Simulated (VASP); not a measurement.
# Ti (P6_3/mmc) in VASP: a series of runs, part 2 of 3

VASP 6.6.1. The steps go on from the part before.

**3. Single point, r2SCAN**

POSCAR reads:

```
Ti
1.0
    2.9358559451      0.0000000000      0.0000000000
   -1.4679279726      2.5425258303      0.0000000000
    0.0000000000      0.0000000000      4.6416239676
Ti
2
Direct
    0.3333333333      0.6666666667      0.2500000000
    0.6666666667      0.3333333333      0.7500000000
```

INCAR.step1 reads:

```
PREC = Accurate ; ENCUT = 520
ISMEAR = -1 ; SIGMA = 0.1
LREAL = False ; LASPH = True
NELM = 60 ; NBANDS = 19
GGA = PE ; ALGO = Normal
EDIFF = 1E-4 ; LWAVE = True
LCHARG = False
```

INCAR.step2 reads:

```
PREC = Accurate ; ENCUT = 520
EDIFF = 1E-7 ; ISMEAR = -1
SIGMA = 0.1 ; LREAL = False
LASPH = True ; NELM = 60
ALGO = Normal ; ISIF = 2
LWAVE = False ; LCHARG = False
METAGGA = R2SCAN ; LMIXTAU = True
NBANDS = 19 ; ISTART = 1
```

KPOINTS reads:

```
regular mesh
0
Gamma
  6 6 4
```

Potentials or basis: VASP PAW PBE potentials, release 64 (Ti_sv).

The run is started by

```sh
cat potpaw_PBE.64/Ti_sv/POTCAR > POTCAR
cp INCAR.step1 INCAR
mpirun -np 1 vasp_std > vasp.out
cp INCAR.step2 INCAR
mpirun -np 1 vasp_std > vasp.out
```

OUTCAR:

```text
PREC = Accurate
   ENCUT = 520
   EDIFF = 1E-7
   ISMEAR = -1
   LREAL = False
   LASPH = True
   NELM = 60
   ISIF = 2
   METAGGA = R2SCAN
   ISTART = 1

 ion  position               nearest neighbor table
   1  0.333  0.667  0.250-   2 2.87   2 2.87   2 2.87   2 2.87   2 2.87   2 2.87
   2  0.667  0.333  0.750-   1 2.87   1 2.87   1 2.87   1 2.87   1 2.87   1 2.87

  LATTYP: Found a hexagonal cell.
 ALAT       =     2.9358559451
 C/A-ratio  =     1.5810121663

  Lattice vectors:

 A1 = (   2.9358559451,   0.0000000000,   0.0000000000)
 A2 = (  -1.4679279726,   2.5425258303,   0.0000000000)
 A3 = (   0.0000000000,   0.0000000000,   4.6416239676)

Analysis of symmetry for initial positions (statically):
=====================================================================
 Subroutine PRICEL returns:
 Original cell was already a primitive cell.

 Routine SETGRP: Setting up the symmetry group for a
 hexagonal supercell.

 Subroutine GETGRP returns: Found 24 space group operations
 (whereof 12 operations were pure point group operations)
 out of a pool of 24 trial point group operations.

The static configuration has the point symmetry D_3d.
 The point group associated with its full space group is D_6h.

Analysis of symmetry for dynamics (positions and initial velocities):
=====================================================================
 Subroutine PRICEL returns:
 Original cell was already a primitive cell.

 Routine SETGRP: Setting up the symmetry group for a
 hexagonal supercell.

 Subroutine GETGRP returns: Found 24 space group operations
 (whereof 12 operations were pure point group operations)
 out of a pool of 24 trial point group operations.

The dynamic configuration has the point symmetry D_3d.
 The point group associated with its full space group is D_6h.

 Subroutine INISYM returns: Found 24 space group operations
 (whereof 12 operations are pure point group operations),
 and found     1 'primitive' translations

----------------------------------------------------------------------------------------

                                     Primitive cell

  volume of cell :      34.6474

  direct lattice vectors                    reciprocal lattice vectors
     2.935855945  0.000000000  0.000000000     0.340616167  0.196654836  0.000000000
    -1.467927973  2.542525830  0.000000000     0.000000000  0.393309672  0.000000000
     0.000000000  0.000000000  4.641623968     0.000000000  0.000000000  0.215441838

  length of vectors
     2.935855945  2.935855945  4.641623968     0.393309672  0.393309672  0.215441838

  position of ions in fractional coordinates (direct lattice)
     0.333333333  0.666666667  0.250000000
     0.666666667  0.333333333  0.750000000

  ion indices of the primitive-cell ions
   primitive index   ion index
                 1           1
                 2           2

----------------------------------------------------------------------------------------

 KPOINTS: regular mesh

Automatic generation of k-mesh.
 Grid dimensions read from file:
 generate k-points for:    6    6    4

 Generating k-lattice:

  Cartesian coordinates                     Fractional coordinates (reciprocal lattice)
     0.056769361  0.032775806  0.000000000     0.166666667  0.000000000  0.000000000
     0.000000000  0.065551612  0.000000000     0.000000000  0.166666667  0.000000000
     0.000000000  0.000000000  0.053860460     0.000000000  0.000000000  0.250000000

  Length of vectors
     0.065551612  0.065551612  0.053860460

  Shift w.r.t. Gamma in fractional coordinates (k-lattice)
     0.000000000  0.000000000  0.000000000

 Subroutine IBZKPT returns following result:
 ===========================================

 Found     21 irreducible k-points:

 Following reciprocal coordinates:
            Coordinates               Weight
  0.000000  0.000000  0.000000      1.000000
  0.166667  0.000000  0.000000      6.000000
  0.333333  0.000000  0.000000      6.000000
  0.500000 -0.000000  0.000000      3.000000
  0.166667  0.166667  0.000000      6.000000
  0.333333  0.166667  0.000000     12.000000
[... 13 lines left out ...]
  0.333333  0.166667  0.500000     12.000000
  0.333333  0.333333  0.500000      2.000000
   k-points           NKPTS =     21   k-points in BZ     NKDIM =     21   number of bands    NBANDS=     19
   number of dos      NEDOS =    301   number of ions     NIONS =      2
   total plane-waves  NPLWV =  20736
   dimension x,y,z NGX =    24 NGY =   24 NGZ =   36
   dimension x,y,z NGXF=    48 NGYF=   48 NGZF=   72
   ions per type =               2
   NGX,Y,Z   is equivalent  to a cutoff of  13.59, 13.59, 12.89 a.u.
   NGXF,Y,Z  is equivalent  to a cutoff of  27.18, 27.18, 25.79 a.u.
 SYSTEM =  unknown system
   PREC   = accura    normal or accurate (medium, high low for compatibility)
   ISTART =      1    job   : 0-new  1-cont  2-samecut
   ICHARG =      0    charge: 1-file 2-atom 10-const
   ISPIN  =      1    spin polarized calculation?
   LNONCOLLINEAR =      F non collinear calculations
   LSORBIT =      F    spin-orbit coupling
   LASPH  =      T    aspherical Exc in radial PAW
   ENCUT  =  520.0 eV  38.22 Ry    6.18 a.u.   5.46  5.46  8.63*2*pi/ulx,y,z
   NELM   =     60;   NELMIN=  2; NELMDL=  0     # of ELM steps
   EDIFF  = 0.1E-06   stopping-criterion for ELM
   LREAL  =      F    real-space projection
   EDIFFG = 0.1E-05   stopping-criterion for IOM
   NSW    =      0    number of steps for IOM
   IBRION =     -1    ionic relax: 0-MD 1-quasi-New 2-CG
   NFREE  =      0    steps in history (QN), initial steepest desc. (CG)
   ISIF   =      2    stress and relaxation
   ISYM   =      2    0-nonsym 1-usesym 2-fastsym
   POTIM  = 0.5000    time-step for ionic-motion
   TEBEG  =    0.0;   TEEND  =   0.0 temperature during run
   PSTRESS=    0.0 pullay stress
   NELECT =      24.0000    total number of electrons
   NUPDOWN=      -1.0000    fix difference up-down
   EMIN   =  10.00;   EMAX   =-10.00  energy-range for DOS
   EFERMI =   0.00;   METHOD = LEGACY
   ISMEAR =    -1;   SIGMA  =   0.10  broadening in eV -4-tet -1-fermi 0-gaus
   EFERMI_NEDOS =   21; number of points for ismear=-14 and -15
   IALGO  =     38    algorithm
   IMIX   =      4    mixing-type and parameters
     AMIX     =   0.40;   BMIX     =  1.00
     AMIX_MAG =   1.60;   BMIX_MAG =  1.00
  volume/ion in A,a.u.               =      17.32       116.91
  Fermi-wavevector in a.u.,A,eV,Ry     =   1.448511  2.737289 28.547540  2.098185
  Thomas-Fermi vector in A             =   2.566344
   LORBIT       =      0    0 simple, 1 ext, 2 COOP (PROOUT), +10 PAW based schemes
   METAGGA = R2SCAN    functional components
   LHFCALC =     F    Hartree Fock is set to
   AEXX    =    0.0000 exact exchange contribution
   IVDW    =     0    specifies the selected vdW correction
   LEPSILON=     F    determine dielectric tensor
   LRPA    =     F    only Hartree local field effects (RPA)
 non-spin polarized calculation
  energy-cutoff  :      520.00
  volume of cell :       34.65
 maximum number of plane-waves:       965
 NGX is ok and might be reduce to    24
   NGX = 11   NGY = 11   NGZ = 17

 number of electron      24.0000002 magnetization

 Free energy of the ion-electron system (eV)
  ---------------------------------------------------
  ext. energy  EPLUGINS =         0.00000000
  ---------------------------------------------------
  free energy    TOTEN  =       -25.92508315 eV

  energy without entropy =      -25.85013926  energy(sigma->0) =      -25.88761121

 E-fermi :   8.4432     XC(G=0): -12.4091

 val. band max:        8.1209608997   @ k =   0.1667   0.0000   0.5000
 cond. band min:       8.4435491578   @ k =   0.1667   0.0000   0.0000
 fundamental gap:      0.3225882581
 Fermi energy:         8.4431632077

 k-point     1 :       0.0000    0.0000    0.0000
  band No.  band energies     occupation
      1     -50.8001      2.00000
      2     -50.6541      2.00000
      3     -26.3566      2.00000
      4     -25.6977      2.00000
      5     -25.6977      2.00000
      6     -25.6104      2.00000
[... 11 lines left out ...]
     18      10.2577      0.00000
     19      11.8290      0.00000
[... 419 lines left out ...]
 k-point    21 :       0.3333    0.3333    0.5000
  band No.  band energies     occupation
      1     -50.6420      2.00000
      2     -50.6420      2.00000
      3     -26.1709      2.00000
      4     -26.1709      2.00000
      5     -25.9785      2.00000
      6     -25.9785      2.00000
[... 11 lines left out ...]
     18      11.7668      0.00000
     19      15.4447      0.00000

------------------------ aborting loop because EDIFF is reached ----------------------------------------

  FORCE on cell =-STRESS in cart. coord.  units (eV):
  Direction    XX          YY          ZZ          XY          YZ          ZX
  --------------------------------------------------------------------------------------
  -------------------------------------------------------------------------------------
  Total        0.0340648      0.0340648      0.2368249     -0.0000000     -0.0000000      0.0000000
  in kB        1.5752376      1.5752376     10.9513545     -0.0000000     -0.0000000      0.0000000
  external PRESSURE =       4.7006099 kB  Pullay stress =       0.0000000 kB

 VOLUME and BASIS-vectors are now :
 -----------------------------------------------------------------------------
  energy-cutoff  :      520.00
  volume of cell :       34.65
      direct lattice vectors                 reciprocal lattice vectors
     2.935855945  0.000000000  0.000000000     0.340616167  0.196654836  0.000000000
    -1.467927973  2.542525830  0.000000000     0.000000000  0.393309672  0.000000000
     0.000000000  0.000000000  4.641623968     0.000000000  0.000000000  0.215441838

 POSITION                                       TOTAL-FORCE (eV/Angst)
 -----------------------------------------------------------------------------------
     -0.00000      1.69502      1.16041        -0.000000      0.000000      0.000000
      1.46793      0.84751      3.48122         0.000000      0.000000      0.000000
 -----------------------------------------------------------------------------------
    total drift:                                0.000000     -0.000000      0.000000

  FREE ENERGIE OF THE ION-ELECTRON SYSTEM (eV)
  ---------------------------------------------------
  free  energy   TOTEN  =       -25.9250831478 eV

  energy  without entropy=      -25.8501392639  energy(sigma->0) =      -25.88761121
```

It took 2.3 min on 1 thread of Intel Xeon 8259CL, shared host; peak memory 0.16 GiB.

What came out:

```yaml
Free_energy: -25.9251 eV
Pressure: 0.5 GPa
Band_gap_on_the_k_mesh: zero (bands 12 and 13 overlap by 1.21 eV)
```

Levels at points of the mesh, in eV from the Fermi level:
```csv
k point,band 9,band 10,band 11,band 12,band 13,band 14,band 15,band 16
"(0.00, 0.00, 0.00)",-6.64,-2.88,0.57,0.85,0.85,0.98,1.38,1.38
"(0.50, 0.00, 0.00)",-2.54,-2.31,-1.95,-0.86,0.60,0.70,1.26,3.53
"(0.00, 0.00, 0.50)",-4.70,-4.70,0.06,0.06,0.76,0.76,0.76,0.76
"(0.50, 0.00, 0.50)",-2.70,-2.70,-0.89,-0.89,1.23,1.23,1.90,1.90
```

Caveat: the k points lie up to 0.41 Å⁻¹ apart, too coarse for converged energies and pressures of a metal; the PAW data sets were made with another functional, which shifts forces and pressure a little.

**4. Single point, r2SCAN**

POSCAR is that of step 3.

INCAR.step1 reads:

```
SYSTEM = Ti
PREC = Accurate ; ENCUT = 520
ISMEAR = -1 ; SIGMA = 0.1
LREAL = .FALSE. ; LASPH = .TRUE.
NELM = 80 ; NBANDS = 19
GGA = PE ; ALGO = Normal
EDIFF = 1E-4 ; LWAVE = .TRUE.
LCHARG = .FALSE.
```

INCAR.step2 reads:

```
SYSTEM = Ti
PREC = Accurate ; ENCUT = 520
EDIFF = 1E-6 ; ISMEAR = -1
SIGMA = 0.1 ; LREAL = .FALSE.
LASPH = .TRUE. ; NELM = 80
ALGO = Normal ; ISIF = 2
LWAVE = .FALSE. ; LCHARG = .TRUE.
METAGGA = R2SCAN ; LMIXTAU = .TRUE.
LELF = .TRUE. ; LVHAR = .TRUE.
NBANDS = 19 ; ISTART = 1
```

KPOINTS reads:

```
Automatic mesh
0
G
  8 8 4
  0 0 0
```

Potentials or basis: VASP PAW PBE potentials, release 64 (Ti_sv).

The run is started by

```sh
cat potpaw_PBE.64/Ti_sv/POTCAR > POTCAR
cp INCAR.step1 INCAR
mpirun -np 1 vasp_std > vasp.out
cp INCAR.step2 INCAR
mpirun -np 1 vasp_std > vasp.out
```

OUTCAR:

```text
SYSTEM = Ti
   PREC = Accurate
   ENCUT = 520
   EDIFF = 1E-6
   ISMEAR = -1
   LREAL = .FALSE.
   LASPH = .TRUE.
   NELM = 80
   ISIF = 2
   METAGGA = R2SCAN
   ISTART = 1

 ion  position               nearest neighbor table
   1  0.333  0.667  0.250-   2 2.87   2 2.87   2 2.87   2 2.87   2 2.87   2 2.87
   2  0.667  0.333  0.750-   1 2.87   1 2.87   1 2.87   1 2.87   1 2.87   1 2.87

  LATTYP: Found a hexagonal cell.
 ALAT       =     2.9358559451
 C/A-ratio  =     1.5810121663

  Lattice vectors:

 A1 = (   2.9358559451,   0.0000000000,   0.0000000000)
 A2 = (  -1.4679279726,   2.5425258303,   0.0000000000)
 A3 = (   0.0000000000,   0.0000000000,   4.6416239676)

Analysis of symmetry for initial positions (statically):
=====================================================================
 Subroutine PRICEL returns:
 Original cell was already a primitive cell.

 Routine SETGRP: Setting up the symmetry group for a
 hexagonal supercell.

 Subroutine GETGRP returns: Found 24 space group operations
 (whereof 12 operations were pure point group operations)
 out of a pool of 24 trial point group operations.

[... 155 lines left out ...]

 Free energy of the ion-electron system (eV)
  ---------------------------------------------------
  ext. energy  EPLUGINS =         0.00000000
  ---------------------------------------------------
  free energy    TOTEN  =       -25.94070917 eV

  energy without entropy =      -25.88527060  energy(sigma->0) =      -25.91298989

 E-fermi :   8.4081     XC(G=0): -12.4091

 val. band max:        8.3774119109   @ k =   0.1250  -0.0000   0.0000
 cond. band min:       8.4574343333   @ k =   0.0000   0.0000   0.2500
 fundamental gap:      0.0800224224
 Fermi energy:         8.4081294147

 k-point     1 :       0.0000    0.0000    0.0000
  band No.  band energies     occupation
      1     -50.7996      2.00000
      2     -50.6536      2.00000
      3     -26.3608      2.00000
      4     -25.6949      2.00000
      5     -25.6948      2.00000
      6     -25.6148      2.00000
[... 505 lines left out ...]
      6     -25.7825      2.00000
[... 11 lines left out ...]
     18      11.8209      0.00000
     19      12.1899      0.00000

 [... further k-points ...]
[... 5 lines left out ...]
  --------------------------------------------------------------------------------------
  -------------------------------------------------------------------------------------
  Total        0.0410978      0.0410978      0.0265383     -0.0000000      0.0000000     -0.0000000
  in kB        1.9004596      1.9004596      1.2271954     -0.0000000      0.0000000     -0.0000000
  external PRESSURE =       1.6760382 kB  Pullay stress =       0.0000000 kB

 VOLUME and BASIS-vectors are now :
 -----------------------------------------------------------------------------
  energy-cutoff  :      520.00
  volume of cell :       34.65
      direct lattice vectors                 reciprocal lattice vectors
     2.935855945  0.000000000  0.000000000     0.340616167  0.196654836  0.000000000
    -1.467927973  2.542525830  0.000000000     0.000000000  0.393309672  0.000000000
     0.000000000  0.000000000  4.641623968     0.000000000  0.000000000  0.215441838

 POSITION                                       TOTAL-FORCE (eV/Angst)
 -----------------------------------------------------------------------------------
     -0.00000      1.69502      1.16041        -0.000000     -0.000000      0.000000
      1.46793      0.84751      3.48122         0.000000      0.000000      0.000000
 -----------------------------------------------------------------------------------
    total drift:                                0.000000     -0.000000      0.000000

  FREE ENERGIE OF THE ION-ELECTRON SYSTEM (eV)
  ---------------------------------------------------
  free  energy   TOTEN  =       -25.9407091730 eV

  energy  without entropy=      -25.8852705970  energy(sigma->0) =      -25.91298989
```

OUTCAR.step1:

```text
SYSTEM = Ti
   PREC = Accurate
   ENCUT = 520
   ISMEAR = -1
   LREAL = .FALSE.
   LASPH = .TRUE.
[... 752 lines left out ...]
     -0.00000      1.69502      1.16041        -0.000000     -0.000000      0.000000
      1.46793      0.84751      3.48122         0.000000      0.000000      0.000000
 -----------------------------------------------------------------------------------
    total drift:                                0.000000     -0.000000      0.000000

  FREE ENERGIE OF THE ION-ELECTRON SYSTEM (eV)
  ---------------------------------------------------
  free  energy   TOTEN  =       -15.7163588154 eV

  energy  without entropy=      -15.6484013822  energy(sigma->0) =      -15.68238010
```

OSZICAR.step1:

```text
N       E                     dE             d eps       ncg     rms          rms(c)
DAV:   1     0.262419485550E+03    0.26242E+03   -0.13129E+04  1140   0.159E+03
DAV:   2     0.120784883969E+02   -0.25034E+03   -0.24661E+03  1164   0.440E+02
DAV:   3    -0.165596644538E+02   -0.28638E+02   -0.28307E+02  2117   0.123E+02
DAV:   4    -0.177176200534E+02   -0.11580E+01   -0.11572E+01  1299   0.260E+01
DAV:   5    -0.177724438436E+02   -0.54824E-01   -0.54817E-01  1697   0.401E+00    0.119E+01
DAV:   6    -0.157125956606E+02    0.20598E+01   -0.75037E+00  1312   0.275E+01    0.298E+00
DAV:   7    -0.156970591960E+02    0.15536E-01   -0.67204E-01  1708   0.604E+00    0.207E+00
DAV:   8    -0.157238179020E+02   -0.26759E-01   -0.19861E-01  1241   0.512E+00    0.715E-01
DAV:   9    -0.157159117790E+02    0.79061E-02   -0.42759E-02  1277   0.214E+00    0.682E-02
DAV:  10    -0.157163275097E+02   -0.41573E-03   -0.33184E-03  1612   0.331E-01    0.758E-02
DAV:  11    -0.157163588154E+02   -0.31306E-04   -0.90785E-05   850   0.679E-02
   1 F= -.15716359E+02 E0= -.15682380E+02  d E =-.679574E-01
```

It took 2.5 min on 1 thread of Intel Xeon 8259CL, shared host; peak memory 0.16 GiB.

Results:

```yaml
Free_energy: -25.9407 eV
Pressure: 0.2 GPa
Band_gap_on_the_k_mesh: zero (bands 12 and 13 overlap by 1.23 eV)
```

Caveat: the PAW data sets were made with another functional, which shifts forces and pressure a little.

[end of part 2 of 3]

The gap in the log of VASP goes by the Fermi energy; the results here count the filled bands.